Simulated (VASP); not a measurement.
Na3ScTlP3, 8 atoms in the cell. Symmetry: P4mm, No. 99, tetragonal system. The conventional cell has a = 5.346 Å, b = 5.346 Å, c = 8.351 Å, α = 90.00°, β = 90.00°, γ = 90.00°. Within 3.6 Å of Na (site symmetry 2mm) lie 3 P at 2.69 to 3.07 Å and 2 Sc at 3.44 Å. Within 3.6 Å of Na (site symmetry 4mm) lie 5 P at 2.75 to 3.47 Å and 1 Sc at 3.12 Å. Sc (site symmetry 4mm) has 5 P at 2.48 to 2.82 Å and 1 Na at 3.12 Å within 3.3 Å. Tl (site symmetry 4mm) has 4 P at 2.68 Å within 3.5 Å. P (site symmetry 2mm) has 2 Tl at 2.68 Å and 2 Sc at 2.82 Å and 3 Na at 3.07 to 3.47 Å within 3.5 Å. P (site symmetry 4mm) has 1 Sc at 2.48 Å and 5 Na at 2.69 to 2.75 Å within 3.3 Å. The cell was generated, and may not be a known phase.

* Program: VASP 6.6.1
* Task: single point
* Functional: PBE
* Potentials or basis: VASP PAW PBE potentials, release 64 (Na_pv, Sc_sv, Tl_d, P)
* Cutoff: 520 eV
* k mesh: 6 × 6 × 4
* Occupations: gaussian, width 0.1 eV
* Spin: no spin polarisation
* Dipole correction: no
* Further INCAR settings: ALGO = Normal; EDIFF = 1e-06; NBANDS = 40

Potentials or basis: VASP PAW PBE potentials, release 64 (Na_pv, Sc_sv, Tl_d, P).

Command:

```sh
$ cat potpaw_PBE.64/Na_pv/POTCAR potpaw_PBE.64/Sc_sv/POTCAR potpaw_PBE.64/Tl_d/POTCAR potpaw_PBE.64/P/POTCAR > POTCAR
$ mpirun -np 1 vasp_std > vasp.out
```

Hardware: 1 thread of Intel(R) Xeon(R) Platinum 8259CL CPU @ 2.50GHz (Skylake/Cascade Lake), with other jobs on the host.

Q: How long does it take, and how much memory?

A: Run time: 6.1 min on 1 thread of Intel(R) Xeon(R) Platinum 8259CL CPU @ 2.50GHz (Skylake/Cascade Lake) (shared host), peak memory 0.49 GiB. Counts: scf iterations 17, k points 30.
